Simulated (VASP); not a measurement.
A run of VASP 6.6.1:

The input INCAR:

```
SYSTEM = AlRu
PREC = Accurate ; ENCUT = 520
EDIFF = 1E-6 ; ISMEAR = 0
SIGMA = 0.05 ; LREAL = .False.
LASPH = .True. ; NELM = 80
ALGO = Fast ; ISIF = 2
LWAVE = .False. ; LCHARG = .False.
GGA = PS ; NBANDS = 16
```

Contents of KPOINTS:

```
regular mesh
0
Gamma
  10 10 10
  0 0 0
```

File POSCAR:

```
AlRu
1.0
    2.9916000000      0.0000000000      0.0000000000
    0.0000000000      2.9916000000      0.0000000000
    0.0000000000      0.0000000000      2.9916000000
Ru Al
1 1
Direct
    0.4970030000      0.5110170000      0.4878020000
   -0.0043240000     -0.0088300000      0.0100190000
```

Potentials or basis: VASP PAW PBE potentials, release 64 (Ru_pv, Al).

Run with:

```bash
$ cat potpaw_PBE.64/Ru_pv/POTCAR potpaw_PBE.64/Al/POTCAR > POTCAR
$ mpirun -np 1 vasp_std > vasp.out
```

Hardware: 1 thread of Intel(R) Xeon(R) 6975P-C (Granite Rapids), with other jobs on the host.

Problem. Estimate the wall time of this run.

Solution. It took 66 s on 1 thread of Intel(R) Xeon(R) 6975P-C (Granite Rapids), on a shared host, peak memory 0.3 GiB. Counts: scf iterations 13, k points 504.
